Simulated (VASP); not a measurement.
# H19NO8 in VASP: a series of runs, part 2 of 2

VASP 6.6.1.

### 3 Single point, PBE+D3(BJ)

File INCAR:

```
ALGO = Normal
EDIFF = 1E-7
ENCUT = 520
GGA = PE
ISIF = 2
ISMEAR = -1
IVDW = 12
LASPH = True
LCHARG = False
LREAL = Auto
LWAVE = False
NBANDS = 56
NELM = 80
PREC = Accurate
SIGMA = 0.05
```

File KPOINTS:

```
k-points
0
Gamma
  1 1 1
```

File POSCAR:

```
H19NO8
1.0
    6.0659390000      0.0000000000      0.0000000000
    0.0000000000      6.0659390000      0.0000000000
    0.0000000000      0.0000000000      6.0659390000
O H N
8 19 1
Direct
    0.2064478393      0.3380350511      0.4605552413
    0.5940217994      0.4960155386      0.3087568141
    0.7264827424      0.1966059995      0.8041294184
    0.8901507252      0.7089586625      0.6204645315
    1.1187880392      0.5068135370     -0.0519952476
   -0.1599422612      0.1167832383      0.2865508539
    0.4949604670      0.6398514723      0.8526791977
    0.4770901916      0.9340351098      0.4664075916
    0.2738899946      0.1949574501      0.5138693284
    0.3387274419      0.4318539966      0.4370634126
    0.5378227509      0.5613970071      0.1652835612
    0.6615793532      0.3567625721      0.2634052205
    0.8038161940      0.1197671127      0.6982595770
    0.7191631831      0.1335984421      0.9420635453
    1.0195618518      0.6531717513      0.5456039040
    0.7925730872      0.6560731982      0.4998401731
    1.0143689213      0.6283116266     -0.1030508220
    1.0932520093      0.4042243089     -0.1721909831
   -0.0541383618      0.2385286103      0.3327761786
   -0.0312894673      0.0391035914      0.2087393230
    0.3514707286      0.5748326846      0.8489699616
    0.5957527763      0.5132428796      0.8207632817
    0.6020667204      1.0047084219      0.4115273827
    0.5105887151      0.8677799101      0.6098149025
    0.2753407181      0.2039090733      1.0773764787
    0.3704125610     -0.0241677340      1.1560782263
    0.3185986539     -0.0009561586      0.8957887641
    0.2523434542      0.0426314871      1.0562255901
```

Potentials or basis: VASP PAW PBE potentials, release 64 (O, H, N).

The run is started by

```bash
$ cat potpaw_PBE.64/O/POTCAR potpaw_PBE.64/H/POTCAR potpaw_PBE.64/N/POTCAR > POTCAR
$ mpirun -np 1 vasp_gam > vasp.out
```

OUTCAR:

```text
EDIFF = 1E-7
   ENCUT = 520
   GGA = PE
   ISIF = 2
   ISMEAR = -1
   IVDW = 12
   LASPH = True
   LREAL = Auto
   NELM = 80
   PREC = Accurate
 IVDW          = 12

 ion  position               nearest neighbor table
   1  0.206  0.338  0.461-  10 0.99   9 1.01
   2  0.594  0.496  0.309-  12 0.98  11 1.02
   3  0.726  0.197  0.804-  14 0.92  13 0.92
   4  0.890  0.709  0.620-  15 0.97  16 0.99
   5  0.119  0.507  0.948-  18 0.97  17 1.02
   6  0.840  0.117  0.287-  19 1.02  20 1.03
   7  0.495  0.640  0.853-  21 0.96  22 1.00
   8  0.477  0.934  0.466-  23 0.93  24 0.98
   9  0.274  0.195  0.514-   1 1.01
  10  0.339  0.432  0.437-   1 0.99
  11  0.538  0.561  0.165-   2 1.02
  12  0.662  0.357  0.263-   2 0.98
  13  0.804  0.120  0.698-   3 0.92
  14  0.719  0.134  0.942-   3 0.92
[... 11 lines left out ...]
  26  0.370  0.976  0.156-  28 1.02
  27  0.319  0.999  0.896-  28 1.09
  28  0.252  0.043  0.056-  25 1.00  26 1.02  27 1.09

  LATTYP: Found a simple cubic cell.
 ALAT       =     6.0659390000

  Lattice vectors:
[... 210 lines left out ...]
 cond. band min:       1.9637590168   @ k =   0.0000   0.0000   0.0000
 fundamental gap:      4.6224204146
 Fermi energy:        -1.3830574100

 k-point     1 :       0.0000    0.0000    0.0000
  band No.  band energies     occupation
      1     -21.9849      2.00000
      2     -21.6973      2.00000
      3     -21.5428      2.00000
      4     -21.2507      2.00000
      5     -21.1840      2.00000
      6     -21.0558      2.00000
[... 40 lines left out ...]
     47       7.9382      0.00000
     48       8.1517      0.00000
 [bands above 48 left out]

------------------------ aborting loop because EDIFF is reached ----------------------------------------

 Edisp (eV)   -1.22178

 E8    (eV) :    -0.2529

  FORCE on cell =-STRESS in cart. coord.  units (eV):
  Direction    XX          YY          ZZ          XY          YZ          ZX
  --------------------------------------------------------------------------------------
  -------------------------------------------------------------------------------------
  Total       5.49637     2.06181     1.09216     2.64061    -0.80776    -0.87602
  in kB      39.45411    14.80012     7.83974    18.95487    -5.79830    -6.28827
  external pressure =       20.70 kB  Pullay stress =        0.00 kB

 VOLUME and BASIS-vectors are now :
 -----------------------------------------------------------------------------
  energy-cutoff  :      520.00
  volume of cell :      223.20
      direct lattice vectors                 reciprocal lattice vectors
     6.065939000  0.000000000  0.000000000     0.164854938  0.000000000  0.000000000
     0.000000000  6.065939000  0.000000000     0.000000000  0.164854938  0.000000000
     0.000000000  0.000000000  6.065939000     0.000000000  0.000000000  0.164854938

 POSITION                                       TOTAL-FORCE (eV/Angst)
 -----------------------------------------------------------------------------------
      1.25230      2.05050      2.79370         0.188326     -0.901140      1.053328
      3.60330      3.00880      1.87290        -0.346782      0.623130     -1.149779
      4.40680      1.19260      4.87780        -1.832568      3.692514     -0.826946
      5.39960      4.30050      3.76370        -0.127510     -0.196360     -1.076453
      0.72056      3.07430      5.75054        -1.586151      1.105019     -0.347306
      5.09574      0.70840      1.73820         2.335159      0.643859     -0.312501
[... 20 lines left out ...]
      1.93260      6.06014      5.43380        -1.054928      0.680470      1.740630
      1.53070      0.25860      0.34106         0.893308     -1.728822     -1.894434
 -----------------------------------------------------------------------------------
    total drift:                                0.006912      0.000532     -0.001058

  FREE ENERGIE OF THE ION-ELECTRON SYSTEM (eV)
  ---------------------------------------------------
  free  energy   TOTEN  =      -136.3395741214 eV

  energy  without entropy=     -136.3395741214  energy(sigma->0) =     -136.33957412
```

stdout:

```text
POSCAR found type information on POSCAR O H N
 POSCAR found :  3 types and      28 ions
 scaLAPACK will be used
 LDA part: xc-table for (Slater+PW92), standard interpolation
 POSCAR, INCAR and KPOINTS ok, starting setup
 FFT: planning ... GRIDC
 FFT: planning ... GRID_SOFT
 FFT: planning ... GRID
 WAVECAR not read
 entering main loop
```

It took 17 s on 1 thread of AMD EPYC 9R45 (Zen 5), shared host; peak memory 0.28 GiB.

Results:

| Item | Value |
| --- | --- |
| Free energy | -136.3396 eV |
| Pressure | 2.1 GPa |
| Largest force | 4.204 eV/Å |
| Band gap on the k mesh | 4.62 eV |
| Dispersion energy per atom | -0.044 eV |

Forces in eV/Å, atoms in the order of the input:
```
O    0.188 -0.901  1.053
O   -0.347  0.623 -1.150
O   -1.833  3.693 -0.827
O   -0.128 -0.196 -1.076
O   -1.586  1.105 -0.347
O    2.335  0.644 -0.313
O    2.779  0.107 -0.209
O   -2.875 -0.991  1.149
H   -0.286  0.817 -0.601
H    0.028 -0.222 -0.359
H    0.499 -0.171  0.895
H    0.126 -0.153 -0.027
H    1.459 -1.911 -1.447
H    0.406 -1.614  2.319
H    1.109  0.050  0.315
H   -0.911  0.228  0.520
H    0.854 -1.054  0.537
H   -0.303 -0.498 -0.124
H   -0.759 -0.374  0.186
H   -0.859 -0.142 -0.161
H   -1.654 -0.377  0.430
H   -0.304  0.744 -0.138
H    2.432  1.007 -0.592
H    0.182 -0.219 -0.127
H   -0.028  1.224 -0.077
H   -0.361 -0.372  0.324
H   -1.055  0.680  1.741
N    0.893 -1.729 -1.894
```

Stress tensor (GPa, compression positive):
```
 3.95  1.90 -0.63
 1.90  1.48 -0.58
-0.63 -0.58  0.78
```

Caveat: the k points lie up to 1.04 Å⁻¹ apart.

### 4 Single point, PBE+D3(BJ)

File INCAR:

```
SYSTEM = H19NO8
PREC = Accurate
ENCUT = 520
EDIFF = 1E-7
ISMEAR = -1
SIGMA = 0.05
LREAL = Auto
LASPH = .True.
NELM = 80
ALGO = Normal
ISIF = 2
LWAVE = .False.
LCHARG = .False.
GGA = PE
IVDW = 12
NBANDS = 56
```

File KPOINTS:

```
Automatic mesh
0
Gamma
  1 1 1
  0 0 0
```

File POSCAR:

```
H19NO8
1.0
    6.0659390000      0.0000000000      0.0000000000
    0.0000000000      6.0659390000      0.0000000000
    0.0000000000      0.0000000000      6.0659390000
O H N
8 19 1
Direct
    0.2560691758      0.3195218415      0.4883332984
    0.6499900510      0.4852834821      0.2879356354
    0.7655039063      0.1803018461      0.8296159919
    0.8860952937      0.7022160955      0.5950603855
    1.1338392951      0.4454050725     -0.0635186078
   -0.1239709137      0.1209375828      0.2789015847
    0.5105062876      0.6594692100      0.8937115919
    0.4746008821      0.9325019589      0.4668362145
    0.3012559144      0.1565792205      0.4689463577
    0.4009766666      0.3806665382      0.4655503460
    0.6140846454      0.5757064158      0.1512544060
    0.6948965362      0.3437060610      0.2224057974
    0.8523824588      0.0783555522      0.7466939579
    0.7807365026      0.1093317951      0.9687370743
    1.0481806691      0.6590405871      0.6135571096
    0.8148614749      0.5976486081      0.4841459830
    1.0528460639      0.5850042343     -0.0417742414
    1.0640726852      0.3736107468     -0.1920395177
   -0.0239039661      0.2431940051      0.3283580662
    0.0257833124      0.0419720673      0.2018648720
    0.4004326453      0.5548522661      0.8383697891
    0.6423407819      0.6536828016      0.7942216366
    0.6179587365      0.9575104530      0.4091534715
    0.4887454358      0.8991847758      0.6215031177
    0.2424191869      0.2030518276      1.0348109336
    0.3995094576      0.0057369519      1.0862291889
    0.2389077767     -0.0183483546      0.8770282721
    0.2409519779      0.0308443590      1.0520217892
```

The run is started by

```bash
$ cat potpaw_PBE.64/O/POTCAR potpaw_PBE.64/H/POTCAR potpaw_PBE.64/N/POTCAR > POTCAR
$ mpirun -np 1 vasp_gam > vasp.out
```

Wall time 17 s (1 thread of AMD EPYC 9R45 (Zen 5), shared host); peak memory 0.28 GiB.

The run converged. Its results:

```
Free energy                : -136.1064 eV
Pressure                   : 0.2 GPa
Largest force              : 3.178 eV/Å
Band gap on the k mesh     : 4.39 eV
Dispersion energy per atom : -0.044 eV
```

Forces on the atoms (eV/Å):
```
O   -0.513 -1.894  0.130
O   -0.214  0.651 -0.959
O   -0.489  0.414 -0.844
O    1.482 -0.730  0.399
O   -0.533  1.226 -0.594
O    2.799 -0.571 -0.519
O    1.196  0.589 -0.725
O   -1.889 -0.320  0.026
H   -0.325  1.170  0.300
H    0.672  0.916 -0.473
H   -0.242 -0.422  0.815
H    0.330 -0.082  0.404
H    0.282 -0.562 -1.351
H   -0.047  0.046  1.742
H   -2.134  0.255 -0.654
H    0.511  0.520  0.142
H    0.231 -0.874  0.033
H   -0.066  0.307  0.471
H   -0.873 -0.270  0.179
H   -1.604  0.219  0.303
H   -0.116 -0.251  0.318
H   -0.421 -0.150  0.345
H    1.661  0.428 -0.250
H    0.441 -0.146  0.437
H   -0.302 -0.695  0.257
H    0.894 -0.925  0.683
H   -0.224  0.460  2.445
N   -0.507  0.693 -3.060
```

Stress tensor (GPa, compression positive):
```
-0.71 -0.66  0.68
-0.66  1.11 -1.51
 0.68 -1.51  0.07
```

Levels at points of the mesh, in eV from the valence-band top:
| k point | band 33 | band 34 | band 35 | band 36 | band 37 | band 38 | band 39 | band 40 |
| --- | --- | --- | --- | --- | --- | --- | --- | --- |
| (0.00, 0.00, 0.00) | -0.43 | -0.35 | -0.05 | 0.00 | 4.39 | 7.42 | 7.69 | 8.20 |

Caveat: the k points lie up to 1.04 Å⁻¹ apart.

### 5 Single point, PBE+D3(BJ)

File INCAR:

```
SYSTEM = H19NO8
PREC = Accurate ; ENCUT = 520
EDIFF = 1E-7 ; ISMEAR = -1
SIGMA = 0.05 ; LREAL = Auto
LASPH = .True. ; NELM = 60
ALGO = Normal ; ISIF = 2
LWAVE = .False. ; LCHARG = .False.
GGA = PE ; IVDW = 12
NBANDS = 56
```

KPOINTS is that of step 4.

File POSCAR:

```
H19NO8
1.0
    6.0659390000      0.0000000000      0.0000000000
    0.0000000000      6.0659390000      0.0000000000
    0.0000000000      0.0000000000      6.0659390000
O H N
8 19 1
Direct
    0.2229827896      0.3165874236      0.5429662250
    0.6362741201      0.5168367173      0.2288186545
    0.7945513465      0.1963752026      0.8001399289
    0.9054327780      0.6660139510      0.5671339590
    1.1049072534      0.4570108601      0.0001813404
   -0.0963412260      0.1459790479      0.2664055804
    0.5085115429      0.6346090853      0.8303578391
    0.5320528281      0.9625714996      0.4612806031
    0.2369460029      0.1641955186      0.5735797871
    0.3646756092      0.3691266925      0.4930976062
    0.5859109365      0.5462468383      0.0776796470
    0.7102610165      0.3678737950      0.2046179495
    0.6956713544      0.2446776995      0.6828126692
    0.7382863560      0.0938684019      0.9096365789
    1.0381904599      0.5892410062      0.6297458646
    0.9226601191      0.6517210279      0.3915799351
    0.9900198469      0.4970376392      0.1015506420
    1.0145172907      0.3876563876     -0.1153819714
   -0.0055391259      0.2281262637      0.3756054916
    0.0516655377      0.0863510167      0.1923527421
    0.3741547681      0.5378557219      0.8159165465
    0.6096170766      0.5869824936      0.7207787615
    0.6727565180      1.0222489873      0.4052134385
    0.5899004260      0.8459366308      0.5525442969
    0.2753736891      0.1146730951      0.9702867108
    0.3652031450     -0.1023584312      1.1417028757
    0.2269063372     -0.1570078433      0.9183574052
    0.2481066822     -0.0347679065      1.0376464386
```

The run is started by

```bash
$ cat potpaw_PBE.64/O/POTCAR potpaw_PBE.64/H/POTCAR potpaw_PBE.64/N/POTCAR > POTCAR
$ mpirun -np 1 vasp_gam > vasp.out
```

Wall time 17 s (1 thread of AMD EPYC 9R45 (Zen 5), shared host); peak memory 0.31 GiB.

Results (log left out):

| Property | Result |
| --- | --- |
| Free energy | -135.9276 eV |
| Pressure | 0.4 GPa |
| Largest force | 3.443 eV/Å |
| Band gap on the k mesh | 3.85 eV |
| Dispersion energy per atom | -0.044 eV |

Forces in eV/Å, atoms in the order of the input:
```
O   -0.580  1.585  0.277
O    1.009 -1.732  0.095
O    0.883  0.758 -0.148
O    1.258 -0.628 -2.392
O    0.490  0.249 -1.133
O    1.724 -0.009  0.474
O   -2.065 -0.467  0.444
O   -0.068  0.473 -0.164
H    0.650 -1.522  0.250
H    0.397 -0.101 -0.728
H   -0.258  0.526 -0.224
H   -0.394  0.891  0.607
H   -0.242 -0.978  0.635
H   -0.547  0.111 -0.529
H   -1.062  0.535 -0.714
H   -0.643  0.249  3.373
H   -0.332  0.309  0.540
H   -0.083 -0.452  0.186
H   -0.809  0.172  0.079
H   -1.487 -0.763 -0.638
H    0.804  0.701  0.315
H    1.370 -0.373 -0.995
H    0.123  0.118 -0.497
H   -0.166 -0.368  0.369
H    0.768  0.125 -0.038
H   -0.039  1.034 -0.272
H   -0.162  1.148  0.615
N   -0.539 -1.589  0.213
```

Stress tensor (GPa, compression positive):
```
-0.46 -0.39 -0.04
-0.39  1.46 -0.20
-0.04 -0.20  0.30
```

Levels at points of the mesh, in eV from the valence-band top:
| k point | band 34 | band 35 | band 36 | band 37 | band 38 | band 39 |
| --- | --- | --- | --- | --- | --- | --- |
| (0.00, 0.00, 0.00) | -0.56 | -0.38 | 0.00 | 3.85 | 6.59 | 7.29 |

Caveat: the k points lie up to 1.04 Å⁻¹ apart.

### 6 Single point, PBE+D3(BJ)

File INCAR:

```
ALGO = Normal
EDIFF = 1E-7
ENCUT = 520
GGA = PE
ISIF = 2
ISMEAR = -1
IVDW = 12
LASPH = True
LCHARG = True
LELF = True
LREAL = Auto
LVHAR = True
LWAVE = False
NBANDS = 56
NELM = 80
PREC = Accurate
SIGMA = 0.05
```

File KPOINTS:

```
k-points
0
Gamma
  1 1 1
```

File POSCAR:

```
H19NO8
1.0
    6.0659390000      0.0000000000      0.0000000000
    0.0000000000      6.0659390000      0.0000000000
    0.0000000000      0.0000000000      6.0659390000
O H N
8 19 1
Direct
    0.2752582906      0.3392549777      0.4463282601
    0.7641026393      0.5139682414      0.2640481548
    0.8003542403      0.2340115850      0.8194609276
    0.9619120799      0.7374455958      0.6185851852
    1.1482311312      0.4690947271      0.0739868963
   -0.1230147550      0.0863180457      0.3029209493
    0.5321847120      0.5976815791      0.7450618940
    0.4847064898      0.9646651574      0.4001029354
    0.3628622048      0.1919570902      0.4712872978
    0.1986831717      0.3512399317      0.2943814634
    0.6265147078      0.5884167315      0.2119045378
    0.7810991835      0.3476625795      0.2608334835
    0.7068485192      0.3663406440      0.8311491428
    0.6823345899      0.1348018831      0.8609219446
    1.0681281167      0.6148100072      0.6327297390
    0.9167418268      0.7336704177      0.4754910987
    1.0447681719      0.5564678445      0.1602060291
    1.0499116460      0.4150058219     -0.0385760556
   -0.0629745865      0.0944124232      0.4488999972
    0.0287012448      0.0577486849      0.1863685078
    0.4590550614      0.5129296552      0.6179587365
    0.6710420266      0.6727730035      0.6731191989
    0.6535014612      1.0042468281      0.3511410187
    0.4728534197      0.8439913425      0.5011919836
    0.3152520986      0.0801689565      0.9278200786
    0.2941671520     -0.1564967930      1.0434328469
    0.1087877738     -0.0779928713      0.8833422163
    0.2084425841     -0.0189583179      1.0106431997
```

Potentials or basis: VASP PAW PBE potentials, release 64 (O, H, N).

The run is started by

```bash
$ cat potpaw_PBE.64/O/POTCAR potpaw_PBE.64/H/POTCAR potpaw_PBE.64/N/POTCAR > POTCAR
$ mpirun -np 1 vasp_gam > vasp.out
```

Wall time 19 s (1 thread of AMD EPYC 9R45 (Zen 5), shared host); peak memory 0.28 GiB.

Results (log left out):

| Quantity | Value |
| --- | --- |
| Free energy | -136.0075 eV |
| Pressure | -0.4 GPa |
| Largest force | 4.389 eV/Å |
| Band gap on the k mesh | 4.17 eV |
| Dispersion energy per atom | -0.044 eV |

Forces on the atoms (eV/Å):
```
O    0.300 -0.633  0.802
O   -0.532  1.021 -0.060
O   -0.454  0.129  0.106
O    1.654 -0.003  4.065
O    0.459  0.671 -0.296
O    1.380 -0.159 -1.933
O    1.069  0.573 -1.893
O    1.450  0.990 -1.066
H   -1.107  1.215 -1.178
H    1.416 -0.503  1.083
H    0.958 -1.506  0.280
H   -0.757  0.753 -0.101
H    0.178  0.919 -0.485
H    0.319 -0.965  0.109
H   -0.374  0.189 -0.218
H   -1.136 -0.332 -3.946
H   -0.561  0.286  0.083
H   -0.370 -0.706 -0.395
H    0.506  0.279  0.816
H   -1.102 -0.134  0.627
H    0.337  0.423  0.790
H   -1.481 -1.349  1.187
H   -1.595 -0.729  0.721
H    0.271 -0.586  0.607
H    0.017  0.524  0.279
H    0.596 -0.526  0.641
H    0.072  0.486  0.325
N   -1.513 -0.328 -0.948
```

Stress tensor (GPa, compression positive):
```
-3.29  0.38  2.71
 0.38  0.45 -1.03
 2.71 -1.03  1.69
```

Levels at points of the mesh, in eV from the valence-band top:
| k point | band 32 | band 33 | band 34 | band 35 | band 36 | band 37 | band 38 | band 39 | band 40 | band 41 |
| --- | --- | --- | --- | --- | --- | --- | --- | --- | --- | --- |
| (0.00, 0.00, 0.00) | -0.79 | -0.67 | -0.56 | -0.44 | 0.00 | 4.17 | 7.23 | 7.82 | 8.34 | 8.57 |

Caveat: the k points lie up to 1.04 Å⁻¹ apart.
